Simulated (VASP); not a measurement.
# BaZrO3 (Pm-3m) in VASP: single point with r2SCAN

Aim: the single point of BaZrO3 with r2SCAN.

Program: VASP 6.6.1. These are calculated values, not measurements. Logs are shortened: lines on timing, memory, paths and dates and some standing lists are left out, and cuts for length are marked.

## (1) The cell of the first run

Symmetry: Pm-3m, No. 221, cubic system. The conventional cell has a = 4.205 Å, b = 4.205 Å, c = 4.205 Å, α = 90.00°, β = 90.00°, γ = 90.00°. Ba (site symmetry m-3m) has 12 O at 2.97 Å and 8 Zr at 3.64 Å within 3.9 Å. Zr (site symmetry m-3m) has 6 O at 2.10 Å within 2.8 Å. O (site symmetry 4/mmm) has 2 Zr at 2.10 Å within 2.8 Å.

## (2) Single point, r2SCAN

POSCAR

```
BaZrO3
1.0
    4.2051719887      0.0000000000      0.0000000000
    0.0000000000      4.2051719887      0.0000000000
    0.0000000000      0.0000000000      4.2051719887
Ba Zr O
1 1 3
Direct
    0.0000000000      0.0000000000      0.0000000000
    0.5000000000      0.5000000000      0.5000000000
    0.0000000000      0.5000000000      0.5000000000
    0.5000000000      0.0000000000      0.5000000000
    0.5000000000      0.5000000000      0.0000000000
```

INCAR.step1

```
SYSTEM = BaZrO3
PREC     = Accurate       ! precision mode
ENCUT    = 520            ! plane-wave cutoff, eV
ISMEAR   = -1             ! smearing method
SIGMA    = 0.1            ! smearing width, eV
LREAL    = .FALSE.        ! projectors in reciprocal space
LASPH    = .TRUE.         ! aspherical terms in the spheres
NELM     = 60             ! most SCF steps
NBANDS   = 28             ! bands
GGA      = PE             ! functional
ALGO     = Normal         ! electronic algorithm
EDIFF    = 1E-4           ! SCF threshold, eV
LWAVE    = .TRUE.         ! write WAVECAR
LCHARG   = .FALSE.        ! write CHGCAR
```

INCAR.step2

```
SYSTEM = BaZrO3
PREC     = Accurate       ! precision mode
ENCUT    = 520            ! plane-wave cutoff, eV
EDIFF    = 1E-6           ! SCF threshold, eV
ISMEAR   = -1             ! smearing method
SIGMA    = 0.1            ! smearing width, eV
LREAL    = .FALSE.        ! projectors in reciprocal space
LASPH    = .TRUE.         ! aspherical terms in the spheres
NELM     = 60             ! most SCF steps
ALGO     = Normal         ! electronic algorithm
ISIF     = 2              ! what is computed and relaxed
LWAVE    = .FALSE.        ! write WAVECAR
LCHARG   = .FALSE.        ! write CHGCAR
METAGGA  = R2SCAN         ! meta-GGA
LMIXTAU  = .TRUE.       
NBANDS   = 28             ! bands
ISTART   = 1
```

KPOINTS

```
regular mesh
0
G
  8 8 8
  0 0 0
```

Potentials or basis: VASP PAW PBE potentials, release 64 (Ba_sv, Zr_sv, O).

The run is started by

```bash
> cat potpaw_PBE.64/Ba_sv/POTCAR potpaw_PBE.64/Zr_sv/POTCAR potpaw_PBE.64/O/POTCAR > POTCAR
> cp INCAR.step1 INCAR
> mpirun -np 1 vasp_std > vasp.out
> cp INCAR.step2 INCAR
> mpirun -np 1 vasp_std > vasp.out
```

OUTCAR:

```text
SYSTEM = BaZrO3
   PREC = Accurate
   ENCUT = 520
   EDIFF = 1E-6
   ISMEAR = -1
   LREAL = .FALSE.
   LASPH = .TRUE.
   NELM = 60
   ISIF = 2
   METAGGA = R2SCAN
   ISTART = 1

 ion  position               nearest neighbor table
   1  0.000  0.000  0.000-   3 2.97   4 2.97   5 2.97   3 2.97   4 2.97   3 2.97   5 2.97   3 2.97
                             4 2.97   5 2.97   4 2.97   5 2.97   2 3.64   2 3.64   2 3.64   2 3.64
   2  0.500  0.500  0.500-   3 2.10   4 2.10   5 2.10   5 2.10   4 2.10   3 2.10   1 3.64   1 3.64
                             1 3.64   1 3.64   1 3.64   1 3.64   1 3.64   1 3.64
   3  0.000  0.500  0.500-   2 2.10   2 2.10   1 2.97   1 2.97   1 2.97   1 2.97
   4  0.500  0.000  0.500-   2 2.10   2 2.10   1 2.97   1 2.97   1 2.97   1 2.97
   5  0.500  0.500  0.000-   2 2.10   2 2.10   1 2.97   1 2.97   1 2.97   1 2.97

  LATTYP: Found a simple cubic cell.
 ALAT       =     4.2051719887

  Lattice vectors:

 A1 = (   4.2051719887,   0.0000000000,   0.0000000000)
 A2 = (   0.0000000000,   4.2051719887,   0.0000000000)
 A3 = (   0.0000000000,   0.0000000000,   4.2051719887)

Analysis of symmetry for initial positions (statically):
=====================================================================
 Subroutine PRICEL returns:
 Original cell was already a primitive cell.

 Routine SETGRP: Setting up the symmetry group for a
 simple cubic supercell.

 Subroutine GETGRP returns: Found 48 space group operations
 (whereof 48 operations were pure point group operations)
 out of a pool of 48 trial point group operations.

The static configuration has the point symmetry O_h .

Analysis of symmetry for dynamics (positions and initial velocities):
=====================================================================
 Subroutine PRICEL returns:
 Original cell was already a primitive cell.

 Routine SETGRP: Setting up the symmetry group for a
 simple cubic supercell.

 Subroutine GETGRP returns: Found 48 space group operations
 (whereof 48 operations were pure point group operations)
 out of a pool of 48 trial point group operations.

The dynamic configuration has the point symmetry O_h .

 Subroutine INISYM returns: Found 48 space group operations
 (whereof 48 operations are pure point group operations),
 and found     1 'primitive' translations

----------------------------------------------------------------------------------------

                                     Primitive cell

  volume of cell :      74.3620

  direct lattice vectors                    reciprocal lattice vectors
     4.205171989  0.000000000  0.000000000     0.237802402  0.000000000  0.000000000
     0.000000000  4.205171989  0.000000000     0.000000000  0.237802402  0.000000000
     0.000000000  0.000000000  4.205171989     0.000000000  0.000000000  0.237802402

  length of vectors
     4.205171989  4.205171989  4.205171989     0.237802402  0.237802402  0.237802402

  position of ions in fractional coordinates (direct lattice)
     0.000000000  0.000000000  0.000000000
     0.500000000  0.500000000  0.500000000
     0.000000000  0.500000000  0.500000000
     0.500000000  0.000000000  0.500000000
     0.500000000  0.500000000  0.000000000

  ion indices of the primitive-cell ions
   primitive index   ion index
                 1           1
                 2           2
                 3           3
                 4           4
                 5           5

----------------------------------------------------------------------------------------

 KPOINTS: regular mesh

Automatic generation of k-mesh.
 Grid dimensions read from file:
 generate k-points for:    8    8    8

 Generating k-lattice:

  Cartesian coordinates                     Fractional coordinates (reciprocal lattice)
     0.029725300  0.000000000  0.000000000     0.125000000  0.000000000  0.000000000
     0.000000000  0.029725300  0.000000000     0.000000000  0.125000000  0.000000000
     0.000000000  0.000000000  0.029725300     0.000000000  0.000000000  0.125000000

  Length of vectors
     0.029725300  0.029725300  0.029725300

  Shift w.r.t. Gamma in fractional coordinates (k-lattice)
     0.000000000  0.000000000  0.000000000

 Subroutine IBZKPT returns following result:
 ===========================================

 Found     35 irreducible k-points:

 Following reciprocal coordinates:
            Coordinates               Weight
  0.000000  0.000000  0.000000      1.000000
  0.125000  0.000000  0.000000      6.000000
  0.250000  0.000000  0.000000      6.000000
  0.375000  0.000000  0.000000      6.000000
  0.500000  0.000000  0.000000      3.000000
  0.125000  0.125000  0.000000     12.000000
[... 16 lines left out ...]
  0.375000  0.375000  0.125000     24.000000
  0.500000  0.375000  0.125000     24.000000
 [... further k-points ...]
   k-points           NKPTS =     35   k-points in BZ     NKDIM =     35   number of bands    NBANDS=     28
   number of dos      NEDOS =    301   number of ions     NIONS =      5
   total plane-waves  NPLWV =  32768
   dimension x,y,z NGX =    32 NGY =   32 NGZ =   32
   dimension x,y,z NGXF=    64 NGYF=   64 NGZF=   64
   ions per type =               1   1   3
   NGX,Y,Z   is equivalent  to a cutoff of  12.65, 12.65, 12.65 a.u.
   NGXF,Y,Z  is equivalent  to a cutoff of  25.30, 25.30, 25.30 a.u.
 SYSTEM =  BaZrO3
   PREC   = accura    normal or accurate (medium, high low for compatibility)
   ISTART =      1    job   : 0-new  1-cont  2-samecut
   ICHARG =      0    charge: 1-file 2-atom 10-const
   ISPIN  =      1    spin polarized calculation?
   LNONCOLLINEAR =      F non collinear calculations
   LSORBIT =      F    spin-orbit coupling
   LASPH  =      T    aspherical Exc in radial PAW
   ENCUT  =  520.0 eV  38.22 Ry    6.18 a.u.   7.82  7.82  7.82*2*pi/ulx,y,z
   NELM   =     60;   NELMIN=  2; NELMDL=  0     # of ELM steps
   EDIFF  = 0.1E-05   stopping-criterion for ELM
   LREAL  =      F    real-space projection
   EDIFFG = 0.1E-04   stopping-criterion for IOM
   NSW    =      0    number of steps for IOM
   IBRION =     -1    ionic relax: 0-MD 1-quasi-New 2-CG
   NFREE  =      0    steps in history (QN), initial steepest desc. (CG)
   ISIF   =      2    stress and relaxation
   ISYM   =      2    0-nonsym 1-usesym 2-fastsym
   POTIM  = 0.5000    time-step for ionic-motion
   TEBEG  =    0.0;   TEEND  =   0.0 temperature during run
   PSTRESS=    0.0 pullay stress
   NELECT =      40.0000    total number of electrons
   NUPDOWN=      -1.0000    fix difference up-down
   EMIN   =  10.00;   EMAX   =-10.00  energy-range for DOS
   EFERMI =   0.00;   METHOD = LEGACY
   ISMEAR =    -1;   SIGMA  =   0.10  broadening in eV -4-tet -1-fermi 0-gaus
   EFERMI_NEDOS =   21; number of points for ismear=-14 and -15
   IALGO  =     38    algorithm
   IMIX   =      4    mixing-type and parameters
     AMIX     =   0.40;   BMIX     =  1.00
     AMIX_MAG =   1.60;   BMIX_MAG =  1.00
  volume/ion in A,a.u.               =      14.87       100.36
  Fermi-wavevector in a.u.,A,eV,Ry     =   1.331408  2.515996 24.118319  1.772646
  Thomas-Fermi vector in A             =   2.460421
   LORBIT       =      0    0 simple, 1 ext, 2 COOP (PROOUT), +10 PAW based schemes
   METAGGA = R2SCAN    functional components
   LHFCALC =     F    Hartree Fock is set to
   AEXX    =    0.0000 exact exchange contribution
   IVDW    =     0    specifies the selected vdW correction
   LEPSILON=     F    determine dielectric tensor
   LRPA    =     F    only Hartree local field effects (RPA)
 non-spin polarized calculation
  energy-cutoff  :      520.00
  volume of cell :       74.36
 maximum number of plane-waves:      2021
 NGX is ok and might be reduce to    32
   NGX = 15   NGY = 15   NGZ = 15

 number of electron      39.9999994 magnetization

 Free energy of the ion-electron system (eV)
  ---------------------------------------------------
  ext. energy  EPLUGINS =         0.00000000
  ---------------------------------------------------
  free energy    TOTEN  =       -85.10583562 eV

  energy without entropy =      -85.10583561  energy(sigma->0) =      -85.10583561

 E-fermi :   5.3405     XC(G=0): -11.3370

 val. band max:        3.4147737781   @ k =   0.5000   0.5000   0.5000
 cond. band min:       7.0935495141   @ k =   0.0000   0.0000   0.0000
 fundamental gap:      3.6787757359
 Fermi energy:         5.3404676123

 k-point     1 :       0.0000    0.0000    0.0000
  band No.  band energies     occupation
      1     -45.1596      2.00000
      2     -22.6136      2.00000
      3     -22.5893      2.00000
      4     -22.5893      2.00000
      5     -22.5893      2.00000
      6     -13.9111      2.00000
[... 20 lines left out ...]
     27      11.2836      0.00000
     28      11.2836      0.00000

 k-point     2 :       0.1250    0.0000    0.0000
  band No.  band energies     occupation
      1     -45.1590      2.00000
      2     -22.7085      2.00000
      3     -22.5883      2.00000
      4     -22.5883      2.00000
      5     -22.5269      2.00000
      6     -13.9039      2.00000
[... 20 lines left out ...]
     27      11.2846      0.00000
     28      11.7937      0.00000

 k-point     3 :       0.2500    0.0000    0.0000
  band No.  band energies     occupation
      1     -45.1578      2.00000
      2     -22.8340      2.00000
      3     -22.5860      2.00000
      4     -22.5860      2.00000
      5     -22.4769      2.00000
      6     -13.9586      2.00000
[... 20 lines left out ...]
     27      11.2847      0.00000
     28      11.8890      0.00000

 k-point     4 :       0.3750    0.0000    0.0000
  band No.  band energies     occupation
      1     -45.1565      2.00000
      2     -22.9378      2.00000
      3     -22.5836      2.00000
      4     -22.5836      2.00000
      5     -22.4445      2.00000
      6     -14.0329      2.00000
[... 20 lines left out ...]
     27      11.4919      0.00000
     28      12.3064      0.00000

 k-point     5 :       0.5000    0.0000    0.0000
  band No.  band energies     occupation
      1     -45.1560      2.00000
      2     -22.9780      2.00000
      3     -22.5826      2.00000
      4     -22.5826      2.00000
      5     -22.4328      2.00000
      6     -14.0650      2.00000
[... 20 lines left out ...]
     27      11.3258      0.00000
     28      12.5492      0.00000

 k-point     6 :       0.1250    0.1250    0.0000
  band No.  band energies     occupation
      1     -45.1585      2.00000
      2     -22.7316      2.00000
      3     -22.6303      2.00000
      4     -22.5874      2.00000
      5     -22.4941      2.00000
      6     -13.8737      2.00000
[... 463 lines left out ...]
      5     -22.4666      2.00000
      6     -13.7149      2.00000
[... 20 lines left out ...]
     27      12.0317      0.00000
     28      12.6289      0.00000

 k-point    22 :       0.5000    0.2500    0.1250
  band No.  band energies     occupation
      1     -45.1537      2.00000
      2     -22.9140      2.00000
      3     -22.7229      2.00000
      4     -22.6216      2.00000
      5     -22.4737      2.00000
      6     -13.7210      2.00000
[... 20 lines left out ...]
     27      12.2560      0.00000
     28      12.4703      0.00000

 k-point    23 :       0.3750    0.3750    0.1250
  band No.  band energies     occupation
      1     -45.1529      2.00000
      2     -22.8519      2.00000
      3     -22.8181      2.00000
      4     -22.6213      2.00000
      5     -22.4892      2.00000
      6     -13.6613      2.00000
[... 20 lines left out ...]
     27      12.1462      0.00000
     28      12.8855      0.00000

 k-point    24 :       0.5000    0.3750    0.1250
  band No.  band energies     occupation
      1     -45.1524      2.00000
      2     -22.8740      2.00000
      3     -22.8175      2.00000
      4     -22.6193      2.00000
      5     -22.5009      2.00000
      6     -13.6475      2.00000
[... 20 lines left out ...]
     27      12.4503      0.00000
     28      13.0718      0.00000

 [... further k-points ...]
[... 5 lines left out ...]
  --------------------------------------------------------------------------------------
  -------------------------------------------------------------------------------------
  Total        0.4690286      0.4690286      0.4690286     -0.0000000      0.0000000     -0.0000000
  in kB       10.1055187     10.1055187     10.1055187     -0.0000000      0.0000000     -0.0000000
  external PRESSURE =      10.1055187 kB  Pullay stress =       0.0000000 kB

 VOLUME and BASIS-vectors are now :
 -----------------------------------------------------------------------------
  energy-cutoff  :      520.00
  volume of cell :       74.36
      direct lattice vectors                 reciprocal lattice vectors
     4.205171989  0.000000000  0.000000000     0.237802402  0.000000000  0.000000000
     0.000000000  4.205171989  0.000000000     0.000000000  0.237802402  0.000000000
     0.000000000  0.000000000  4.205171989     0.000000000  0.000000000  0.237802402

 POSITION                                       TOTAL-FORCE (eV/Angst)
 -----------------------------------------------------------------------------------
      0.00000      0.00000      0.00000         0.000000      0.000000      0.000000
      2.10259      2.10259      2.10259         0.000000      0.000000      0.000000
      0.00000      2.10259      2.10259         0.000000      0.000000      0.000000
      2.10259      0.00000      2.10259         0.000000      0.000000      0.000000
      2.10259      2.10259      0.00000         0.000000      0.000000      0.000000
 -----------------------------------------------------------------------------------
    total drift:                                0.000000     -0.000000     -0.000000

  FREE ENERGIE OF THE ION-ELECTRON SYSTEM (eV)
  ---------------------------------------------------
  free  energy   TOTEN  =       -85.1058356155 eV

  energy  without entropy=      -85.1058356120  energy(sigma->0) =      -85.10583561
```

Run time: 68 s. Hardware: 1 thread of Intel Xeon 6975P-C (Granite Rapids), shared host; peak memory 0.23 GiB.

Results:

* Free energy: -85.1058 eV
* Pressure: 1.0 GPa
* Band gap on the k mesh: 3.68 eV, indirect (least direct gap 3.93 eV)

Caveat: the PAW data sets were made with another functional, which shifts forces and pressure a little; spin-orbit coupling is left out, which moves the levels of the heavy elements. r2SCAN opens gaps a little over a GGA but as a rule still falls short of measured ones.
